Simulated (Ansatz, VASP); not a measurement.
**LiGeN: VASP beside Ansatz**

Contents of POSCAR:

```
LiGeN
1.0
    5.5336320000      0.0000000000      0.0000000000
    0.0000000000      4.1322630000      0.0000000000
    0.0000000000      0.0000000000      6.9237630000
Li Ge N
4 4 4
Direct
    0.5773130000      0.2500000000      0.9122870000
    0.0773130000      0.2500000000      0.5877130000
    0.4226870000      0.7500000000      0.0877130000
    0.9226870000      0.7500000000      0.4122870000
    0.5424650000      0.2500000000      0.3921400000
    0.0424650000      0.2500000000      0.1078600000
    0.4575350000      0.7500000000      0.6078600000
    0.9575350000      0.7500000000      0.8921400000
    0.8769040000      0.2500000000      0.3447160000
    0.3769040000      0.2500000000      0.1552840000
    0.1230960000      0.7500000000      0.6552840000
    0.6230960000      0.7500000000      0.8447160000
```

The input INCAR.step1:

```
SYSTEM = LiGeN
PREC = Accurate
ENCUT = 520
ISMEAR = 0
SIGMA = 0.1
LREAL = .FALSE.
LASPH = .TRUE.
NELM = 60
NBANDS = 56
GGA = PE
ALGO = Normal
EDIFF = 1E-4
LWAVE = .TRUE.
LCHARG = .FALSE.
```

INCAR.step2

```
SYSTEM = LiGeN
PREC = Accurate
ENCUT = 520
EDIFF = 1E-7
ISMEAR = 0
SIGMA = 0.1
LREAL = .FALSE.
LASPH = .TRUE.
NELM = 60
ALGO = Normal
ISIF = 2
LWAVE = .FALSE.
LCHARG = .TRUE.
METAGGA = R2SCAN
LMIXTAU = .TRUE.
LELF = .TRUE.
LVHAR = .TRUE.
NBANDS = 56
ISTART = 1
```

The input KPOINTS:

```
Automatic mesh
0
G
  4 4 4
  0 0 0
```

Input for Ansatz:

```yaml
crystal:
  lattice:
    - [5.533632, 0.0, 0.0]
    - [0.0, 4.132263, 0.0]
    - [0.0, 0.0, 6.923763]
  atoms:
    - { symbol: Li, position: [0.577313, 0.25, 0.912287] }
    - { symbol: Li, position: [0.077313, 0.25, 0.587713] }
    - { symbol: Li, position: [0.422687, 0.75, 0.087713] }
    - { symbol: Li, position: [0.922687, 0.75, 0.412287] }
    - { symbol: Ge, position: [0.542465, 0.25, 0.39214] }
    - { symbol: Ge, position: [0.042465, 0.25, 0.10786] }
    - { symbol: Ge, position: [0.457535, 0.75, 0.60786] }
    - { symbol: Ge, position: [0.957535, 0.75, 0.89214] }
    - { symbol: "N", position: [0.876904, 0.25, 0.344716] }
    - { symbol: "N", position: [0.376904, 0.25, 0.155284] }
    - { symbol: "N", position: [0.123096, 0.75, 0.655284] }
    - { symbol: "N", position: [0.623096, 0.75, 0.844716] }
basis:
  ecutwfc: 500
kpoints:
  mp_grid: { grid: [4, 4, 4] }
hamiltonian:
  xc: r2scan
scf:
  occupations: { method: gaussian, width: 0.1 }
  lower_state_search: "off"
output:
  forces: true
  stress: true
  eigenvalues: true
```

Alike in both runs: task single point; functional r2SCAN; k mesh 4 × 4 × 4; occupations gaussian, width 0.1 eV; no spin polarisation.

|  | VASP | Ansatz |
| --- | --- | --- |
| version | VASP 6.6.1 | Ansatz 0.2.0 |
| potentials or method | VASP PAW PBE potentials, release 64 (Li_sv, Ge_d, N), cutoff 520 eV | scalar-relativistic, plane waves, PAW |
| valence electrons in the cell | 88 | 88 |

|  | VASP | Ansatz | Ansatz less VASP |
| --- | --- | --- | --- |
| gap on the k mesh at the Fermi level (eV) | none | none | - |
| rms of the force components (eV/Å) | 0.043 | 0.069 | +0.0258 |

VASP's potentials were made for PBE, not for r2SCAN. Atom by atom the forces differ by 0.034 eV/Å (rms over components). A gap of «none» marks a metal or a gap that the smearing closes. The functional is the same, so the differences come from potentials, cutoffs and numerics.

The k mesh is coarse, so the values compare programs but aren't converged. Noted on VASP's run: the cutoff is under 1.25 times that of the potentials, so the pressure is a little rough.
